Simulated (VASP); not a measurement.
# TePb (Pm-3m) in VASP: settings compared

The runs below take TePb through single point, with PBE, PBEsol, LDA.

Everything below comes from runs of VASP 6.6.1. Logs are shortened: lines on timing, memory, paths and dates and some standing lists are left out, and cuts for length are marked.

## 1. The cell of the first run

The structure is cubic, space group Pm-3m (No. 221). The conventional cell has a = 4.000 Å, b = 4.000 Å, c = 4.000 Å, α = 90.00°, β = 90.00°, γ = 90.00°. Within 4.6 Å of Pb (site symmetry m-3m) lie 8 Te at 3.46 Å and 6 Pb at 4.00 Å. Within 4.6 Å of Te (site symmetry m-3m) lie 8 Pb at 3.46 Å and 6 Te at 4.00 Å.

## 2. Single point, PBE

The input, INCAR:

```
ALGO = Normal ; EDIFF = 1E-6
ENCUT = 520 ; GGA = PE
ISIF = 2 ; ISMEAR = 0
LASPH = T ; LCHARG = T
LELF = T ; LREAL = F
LVHAR = T ; LWAVE = F
NBANDS = 17 ; NELM = 80
PREC = Accurate ; SIGMA = 0.05
```

The input, KPOINTS:

```
k-points
0
Gamma
  8 8 8
```

The input, POSCAR:

```
TePb
1.0
    4.0000674170      0.0000000000      0.0000000000
    0.0000000000      4.0000674170      0.0000000000
    0.0000000000      0.0000000000      4.0000674170
Pb Te
1 1
Direct
    0.0000000000      0.0000000000      0.0000000000
    0.5000000000      0.5000000000      0.5000000000
```

Potentials or basis: VASP PAW PBE potentials, release 64 (Pb_d, Te).

The run is started by

```console
> cat potpaw_PBE.64/Pb_d/POTCAR potpaw_PBE.64/Te/POTCAR > POTCAR
> mpirun -np 1 vasp_std > vasp.out
```

OUTCAR:

```text
EDIFF = 1E-6
   ENCUT = 520
   GGA = PE
   ISIF = 2
   ISMEAR = 0
   LASPH = T
   LREAL = F
   NELM = 80
   PREC = Accurate

 ion  position               nearest neighbor table
   1  0.000  0.000  0.000-   2 3.46   2 3.46   2 3.46   2 3.46   2 3.46   2 3.46   2 3.46   2 3.46

   2  0.500  0.500  0.500-   1 3.46   1 3.46   1 3.46   1 3.46   1 3.46   1 3.46   1 3.46   1 3.46

  LATTYP: Found a simple cubic cell.
 ALAT       =     4.0000674170

  Lattice vectors:

 A1 = (   4.0000674170,   0.0000000000,   0.0000000000)
 A2 = (   0.0000000000,   4.0000674170,   0.0000000000)
 A3 = (   0.0000000000,   0.0000000000,   4.0000674170)

Analysis of symmetry for initial positions (statically):
=====================================================================
 Subroutine PRICEL returns:
 Original cell was already a primitive cell.

 Routine SETGRP: Setting up the symmetry group for a
 simple cubic supercell.

 Subroutine GETGRP returns: Found 48 space group operations
 (whereof 48 operations were pure point group operations)
 out of a pool of 48 trial point group operations.

The static configuration has the point symmetry O_h .

Analysis of symmetry for dynamics (positions and initial velocities):
=====================================================================
 Subroutine PRICEL returns:
 Original cell was already a primitive cell.

 Routine SETGRP: Setting up the symmetry group for a
 simple cubic supercell.

 Subroutine GETGRP returns: Found 48 space group operations
 (whereof 48 operations were pure point group operations)
 out of a pool of 48 trial point group operations.

The dynamic configuration has the point symmetry O_h .

 Subroutine INISYM returns: Found 48 space group operations
 (whereof 48 operations are pure point group operations),
 and found     1 'primitive' translations

----------------------------------------------------------------------------------------

                                     Primitive cell

  volume of cell :      64.0032

  direct lattice vectors                    reciprocal lattice vectors
     4.000067417  0.000000000  0.000000000     0.249995787  0.000000000  0.000000000
     0.000000000  4.000067417  0.000000000     0.000000000  0.249995787  0.000000000
     0.000000000  0.000000000  4.000067417     0.000000000  0.000000000  0.249995787

  length of vectors
     4.000067417  4.000067417  4.000067417     0.249995787  0.249995787  0.249995787

  position of ions in fractional coordinates (direct lattice)
     0.000000000  0.000000000  0.000000000
     0.500000000  0.500000000  0.500000000

  ion indices of the primitive-cell ions
   primitive index   ion index
                 1           1
                 2           2

----------------------------------------------------------------------------------------

 KPOINTS: k-points

Automatic generation of k-mesh.
 Grid dimensions read from file:
 generate k-points for:    8    8    8

 Generating k-lattice:

  Cartesian coordinates                     Fractional coordinates (reciprocal lattice)
     0.031249473  0.000000000  0.000000000     0.125000000  0.000000000  0.000000000
     0.000000000  0.031249473  0.000000000     0.000000000  0.125000000  0.000000000
     0.000000000  0.000000000  0.031249473     0.000000000  0.000000000  0.125000000

  Length of vectors
     0.031249473  0.031249473  0.031249473

  Shift w.r.t. Gamma in fractional coordinates (k-lattice)
     0.000000000  0.000000000  0.000000000

 Subroutine IBZKPT returns following result:
 ===========================================

 Found     35 irreducible k-points:

 Following reciprocal coordinates:
            Coordinates               Weight
  0.000000  0.000000  0.000000      1.000000
  0.125000  0.000000  0.000000      6.000000
  0.250000  0.000000  0.000000      6.000000
  0.375000  0.000000  0.000000      6.000000
  0.500000  0.000000  0.000000      3.000000
  0.125000  0.125000  0.000000     12.000000
[... 16 lines left out ...]
  0.375000  0.375000  0.125000     24.000000
  0.500000  0.375000  0.125000     24.000000
 [... further k-points ...]
   k-points           NKPTS =     35   k-points in BZ     NKDIM =     35   number of bands    NBANDS=     17
   number of dos      NEDOS =    301   number of ions     NIONS =      2
   total plane-waves  NPLWV =  27000
   dimension x,y,z NGX =    30 NGY =   30 NGZ =   30
   dimension x,y,z NGXF=    60 NGYF=   60 NGZF=   60
   ions per type =               1   1
   NGX,Y,Z   is equivalent  to a cutoff of  12.47, 12.47, 12.47 a.u.
   NGXF,Y,Z  is equivalent  to a cutoff of  24.94, 24.94, 24.94 a.u.
 SYSTEM =  unknown system
   PREC   = accura    normal or accurate (medium, high low for compatibility)
   ISTART =      0    job   : 0-new  1-cont  2-samecut
   ICHARG =      2    charge: 1-file 2-atom 10-const
   ISPIN  =      1    spin polarized calculation?
   LNONCOLLINEAR =      F non collinear calculations
   LSORBIT =      F    spin-orbit coupling
   LASPH  =      T    aspherical Exc in radial PAW
   ENCUT  =  520.0 eV  38.22 Ry    6.18 a.u.   7.44  7.44  7.44*2*pi/ulx,y,z
   NELM   =     80;   NELMIN=  2; NELMDL= -5     # of ELM steps
   EDIFF  = 0.1E-05   stopping-criterion for ELM
   LREAL  =      F    real-space projection
   EDIFFG = 0.1E-04   stopping-criterion for IOM
   NSW    =      0    number of steps for IOM
   IBRION =     -1    ionic relax: 0-MD 1-quasi-New 2-CG
   NFREE  =      0    steps in history (QN), initial steepest desc. (CG)
   ISIF   =      2    stress and relaxation
   ISYM   =      2    0-nonsym 1-usesym 2-fastsym
   POTIM  = 0.5000    time-step for ionic-motion
   TEBEG  =    0.0;   TEEND  =   0.0 temperature during run
   PSTRESS=    0.0 pullay stress
   NELECT =      20.0000    total number of electrons
   NUPDOWN=      -1.0000    fix difference up-down
   EMIN   =  10.00;   EMAX   =-10.00  energy-range for DOS
   EFERMI =   0.00;   METHOD = LEGACY
   ISMEAR =     0;   SIGMA  =   0.05  broadening in eV -4-tet -1-fermi 0-gaus
   EFERMI_NEDOS =   21; number of points for ismear=-14 and -15
   IALGO  =     38    algorithm
   IMIX   =      4    mixing-type and parameters
     AMIX     =   0.40;   BMIX     =  1.00
     AMIX_MAG =   1.60;   BMIX_MAG =  1.00
  volume/ion in A,a.u.               =      32.00       215.96
  Fermi-wavevector in a.u.,A,eV,Ry     =   1.110924  2.099341 16.791647  1.234151
  Thomas-Fermi vector in A             =   2.247481
   LORBIT       =      0    0 simple, 1 ext, 2 COOP (PROOUT), +10 PAW based schemes
   GGA     = PE    functional components
   LHFCALC =     F    Hartree Fock is set to
   AEXX    =    0.0000 exact exchange contribution
   IVDW    =     0    specifies the selected vdW correction
   LEPSILON=     F    determine dielectric tensor
   LRPA    =     F    only Hartree local field effects (RPA)
 non-spin polarized calculation
 Gauss-broadening in eV      SIGMA  =   0.05
  energy-cutoff  :      520.00
  volume of cell :       64.00
 maximum number of plane-waves:      1751
 NGX is ok and might be reduce to    30
   NGX = 15   NGY = 15   NGZ = 15

 number of electron      20.0000009 magnetization

 Free energy of the ion-electron system (eV)
  ---------------------------------------------------
  ext. energy  EPLUGINS =         0.00000000
  ---------------------------------------------------
  free energy    TOTEN  =        -7.06579101 eV

  energy without entropy =       -7.06439621  energy(sigma->0) =       -7.06509361

 E-fermi :   6.4246     XC(G=0):  -9.6895

 val. band max:        6.3508543376   @ k =   0.2500   0.1250   0.1250
 cond. band min:       6.4414384961   @ k =   0.5000   0.2500   0.0000
 fundamental gap:      0.0905841584
 Fermi energy:         6.4246227611

 k-point     1 :       0.0000    0.0000    0.0000
  band No.  band energies     occupation
      1     -10.7673      2.00000
      2     -10.7673      2.00000
      3     -10.6837      2.00000
      4     -10.6837      2.00000
      5     -10.6837      2.00000
      6      -5.7593      2.00000
[... 9 lines left out ...]
     16      16.3851      0.00000
     17      17.4358      0.00000

 k-point     2 :       0.1250    0.0000    0.0000
  band No.  band energies     occupation
      1     -10.7668      2.00000
      2     -10.7572      2.00000
      3     -10.6875      2.00000
      4     -10.6875      2.00000
      5     -10.6835      2.00000
      6      -5.6346      2.00000
[... 9 lines left out ...]
     16      16.6908      0.00000
     17      16.8537      0.00000

 k-point     3 :       0.2500    0.0000    0.0000
  band No.  band energies     occupation
      1     -10.7656      2.00000
      2     -10.7327      2.00000
      3     -10.6964      2.00000
      4     -10.6964      2.00000
      5     -10.6828      2.00000
      6      -5.2745      2.00000
[... 9 lines left out ...]
     16      15.1143      0.00000
     17      16.8713      0.00000

 k-point     4 :       0.3750    0.0000    0.0000
  band No.  band energies     occupation
      1     -10.7643      2.00000
      2     -10.7082      2.00000
      3     -10.7054      2.00000
      4     -10.7054      2.00000
      5     -10.6822      2.00000
      6      -4.7524      2.00000
[... 9 lines left out ...]
     16      15.8276      0.00000
     17      17.4937      0.00000

 k-point     5 :       0.5000    0.0000    0.0000
  band No.  band energies     occupation
      1     -10.7638      2.00000
      2     -10.7091      2.00000
      3     -10.7091      2.00000
      4     -10.6981      2.00000
      5     -10.6819      2.00000
      6      -4.4071      2.00000
[... 9 lines left out ...]
     16      17.8600      0.00000
     17      18.3882      0.00000

 k-point     6 :       0.1250    0.1250    0.0000
  band No.  band energies     occupation
      1     -10.7615      2.00000
      2     -10.7517      2.00000
      3     -10.6917      2.00000
      4     -10.6876      2.00000
      5     -10.6867      2.00000
      6      -5.5110      2.00000
[... 9 lines left out ...]
     16      15.6250      0.00000
     17      16.0714      0.00000

 k-point     7 :       0.2500    0.1250    0.0000
  band No.  band energies     occupation
      1     -10.7585      2.00000
      2     -10.7288      2.00000
      3     -10.7017      2.00000
      4     -10.6960      2.00000
      5     -10.6863      2.00000
      6      -5.1558      2.00000
[... 9 lines left out ...]
     16      15.0671      0.00000
     17      15.7631      0.00000

 k-point     8 :       0.3750    0.1250    0.0000
  band No.  band energies     occupation
      1     -10.7570      2.00000
      2     -10.7118      2.00000
      3     -10.7047      2.00000
      4     -10.7044      2.00000
      5     -10.6855      2.00000
      6      -4.6465      2.00000
[... 9 lines left out ...]
     16      15.9315      0.00000
     17      16.0801      0.00000
[... 203 lines left out ...]
      1     -10.7483      2.00000
      2     -10.7165      2.00000
      3     -10.7131      2.00000
      4     -10.6914      2.00000
      5     -10.6884      2.00000
      6      -4.2313      2.00000
[... 9 lines left out ...]
     16      15.1932      0.00000
     17      15.2983      0.00000

 k-point    20 :       0.2500    0.2500    0.1250
  band No.  band energies     occupation
      1     -10.7373      2.00000
      2     -10.7136      2.00000
      3     -10.7127      2.00000
      4     -10.7002      2.00000
      5     -10.6979      2.00000
      6      -4.7118      2.00000
[... 9 lines left out ...]
     16      15.2267      0.00000
     17      15.8319      0.00000

 k-point    21 :       0.3750    0.2500    0.1250
  band No.  band energies     occupation
      1     -10.7331      2.00000
      2     -10.7257      2.00000
      3     -10.7082      2.00000
      4     -10.6976      2.00000
      5     -10.6902      2.00000
      6      -4.2663      2.00000
[... 9 lines left out ...]
     16      14.9406      0.00000
     17      16.1135      0.00000

 k-point    22 :       0.5000    0.2500    0.1250
  band No.  band energies     occupation
      1     -10.7321      2.00000
      2     -10.7307      2.00000
      3     -10.7119      2.00000
      4     -10.6970      2.00000
      5     -10.6804      2.00000
      6      -4.0060      2.00000
[... 9 lines left out ...]
     16      14.7486      0.00000
     17      16.2123      0.00000

 k-point    23 :       0.3750    0.3750    0.1250
  band No.  band energies     occupation
      1     -10.7400      2.00000
      2     -10.7239      2.00000
      3     -10.7066      2.00000
      4     -10.7055      2.00000
      5     -10.6727      2.00000
      6      -3.9218      2.00000
[... 9 lines left out ...]
     16      15.2116      0.00000
     17      16.2900      0.00000

 k-point    24 :       0.5000    0.3750    0.1250
  band No.  band energies     occupation
      1     -10.7458      2.00000
      2     -10.7215      2.00000
      3     -10.7096      2.00000
      4     -10.7052      2.00000
      5     -10.6639      2.00000
      6      -3.7470      2.00000
[... 9 lines left out ...]
     16      15.3740      0.00000
     17      16.1211      0.00000

 [... further k-points ...]
[... 5 lines left out ...]
  --------------------------------------------------------------------------------------
  -------------------------------------------------------------------------------------
  Total        0.0270784      0.0270784      0.0270784     -0.0000000     -0.0000000      0.0000000
  in kB        0.6778462      0.6778462      0.6778462     -0.0000000     -0.0000000      0.0000000
  external PRESSURE =       0.6778462 kB  Pullay stress =       0.0000000 kB

 VOLUME and BASIS-vectors are now :
 -----------------------------------------------------------------------------
  energy-cutoff  :      520.00
  volume of cell :       64.00
      direct lattice vectors                 reciprocal lattice vectors
     4.000067417  0.000000000  0.000000000     0.249995787  0.000000000  0.000000000
     0.000000000  4.000067417  0.000000000     0.000000000  0.249995787  0.000000000
     0.000000000  0.000000000  4.000067417     0.000000000  0.000000000  0.249995787

 POSITION                                       TOTAL-FORCE (eV/Angst)
 -----------------------------------------------------------------------------------
      0.00000      0.00000      0.00000         0.000000      0.000000      0.000000
      2.00003      2.00003      2.00003         0.000000      0.000000      0.000000
 -----------------------------------------------------------------------------------
    total drift:                               -0.000000     -0.000000     -0.000000

  FREE ENERGIE OF THE ION-ELECTRON SYSTEM (eV)
  ---------------------------------------------------
  free  energy   TOTEN  =        -7.0657910140 eV

  energy  without entropy=       -7.0643962068  energy(sigma->0) =       -7.06509361
```

Run time: 36 s. Hardware: 1 thread of AMD EPYC 7R13, shared host; peak memory 0.16 GiB.

Results:

- Free energy: -7.0658 eV
- Pressure: 0.1 GPa
- Band gap on the k mesh: zero (band 10 reaches 6.64 eV, above the bottom of band 11 at 5.36 eV)

Caveat: spin-orbit coupling is left out, which moves the levels of the heavy elements.

## 3. Single point, PBEsol

This run uses another cell than the first one, of 32.13 Å³/atom, 1.004 times its volume.

The input, INCAR:

```
SYSTEM = TePb
ALGO = Normal
EDIFF = 1E-6
ENCUT = 520
GGA = PS
ISIF = 2
ISMEAR = 0
LASPH = .True.
LCHARG = .True.
LELF = .True.
LREAL = .False.
LVHAR = .True.
LWAVE = .False.
NBANDS = 17
NELM = 100
PREC = Accurate
SIGMA = 0.05
```

The input, KPOINTS:

```
k-points
0
Gamma
  8 8 8
  0 0 0
```

The input, POSCAR:

```
TePb
1.0
    4.0053937448      0.0000000000      0.0000000000
    0.0000000000      4.0053937448      0.0000000000
    0.0000000000      0.0000000000      4.0053937448
Pb Te
1 1
Direct
    0.0000000000      0.0000000000      0.0000000000
    0.5000000000      0.5000000000      0.5000000000
```

Potentials or basis: VASP PAW PBE potentials, release 64 (Pb_d, Te).

The run is started by

```console
> cat potpaw_PBE.64/Pb_d/POTCAR potpaw_PBE.64/Te/POTCAR > POTCAR
> mpirun -np 1 vasp_std > vasp.out
```

Run time: 45 s. Hardware: 1 thread of AMD EPYC 7R13, shared host; peak memory 0.16 GiB.

Results (log left out):

* Free energy: -7.8308 eV
* Pressure: -2.8 GPa
* Band gap on the k mesh: zero (band 10 reaches 6.44 eV, above the bottom of band 11 at 5.12 eV)

Levels at points of the mesh, in eV from the Fermi level:
```
           k point  band 7  band 8  band 9  band 10  band 11  band 12  band 13  band 14
(0.00, 0.00, 0.00)   -6.82   -1.57   -1.57    -1.57     3.95     3.95     5.20     5.20
(0.50, 0.00, 0.00)   -9.09   -0.79   -0.15    -0.15     0.12     2.28     2.28     5.29
(0.50, 0.50, 0.00)   -7.95   -4.41   -4.41     0.23     3.46     3.66     3.66     5.95
(0.50, 0.50, 0.50)   -7.20   -2.48   -2.48    -2.48    -1.09    -1.09    -1.09    13.46
```

Caveat: the PAW data sets were made with another functional, which shifts forces and pressure a little; spin-orbit coupling is left out, which moves the levels of the heavy elements.

[end of part 1 of 2]
